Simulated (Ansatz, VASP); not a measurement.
**Two plane-wave programs on V**

File INCAR:

```
SYSTEM = V
ALGO = Normal
EDIFF = 1E-6
ENCUT = 520
GGA = CA
ISIF = 2
ISMEAR = 0
LASPH = .TRUE.
LCHARG = .TRUE.
LELF = .TRUE.
LREAL = .FALSE.
LVHAR = .TRUE.
LWAVE = .FALSE.
NBANDS = 12
NELM = 100
PREC = Accurate
SIGMA = 0.3
```

File KPOINTS:

```
k-points
0
G
  15 15 15
  0 0 0
```

Contents of POSCAR:

```
V
1.0
   -1.4636513664      1.4636513664      1.4636513664
    1.4636513664     -1.4636513664      1.4636513664
    1.4636513664      1.4636513664     -1.4636513664
V
1
Direct
    0.0000000000      0.0000000000      0.0000000000
```

Input for Ansatz:

```yaml
crystal:
  lattice:
    - [-1.4636513664, 1.4636513664, 1.4636513664]
    - [1.4636513664, -1.4636513664, 1.4636513664]
    - [1.4636513664, 1.4636513664, -1.4636513664]
  atoms:
    - { symbol: V, position: [0.0, 0.0, 0.0] }
hamiltonian:
  xc: lda
  pseudopotentials:
    kind: paw
    azcp:
      V: "pseudopotentials/V.paw.azcp"
basis:
  ecutwfc: 420
  fft_grid_basis: typed
kpoints:
  mp_grid: { grid: [15, 15, 15], shift: [0, 0, 0] }
magnetization:
  spin_polarized: false
scf:
  occupations: { method: gaussian, width: 0.3 }
  lower_state_search: "off"
output:
  stress: true
```

Alike in both runs: task single point; functional LDA; k mesh 15 × 15 × 15; occupations gaussian, width 0.3 eV; no spin polarisation.

|  | VASP | Ansatz |
| --- | --- | --- |
| version | VASP 6.6.1 | Ansatz 0.2.0 |
| potentials or method | VASP PAW LDA potentials, release 64 (V_sv), cutoff 520 eV | plane waves (420 eV) with PAW, scalar-relativistic |
| valence electrons in the cell | 13 | 13 |

Ansatz gave:

- pressure (GPa): 0.1

What did VASP give for the same quantities?

Pressure (GPa): 0.6.

Ansatz warns that its potentials were made for another functional, while VASP's fit it. LDA's correlation is that of Perdew and Zunger in VASP and of Perdew and Wang (1992) in Ansatz.
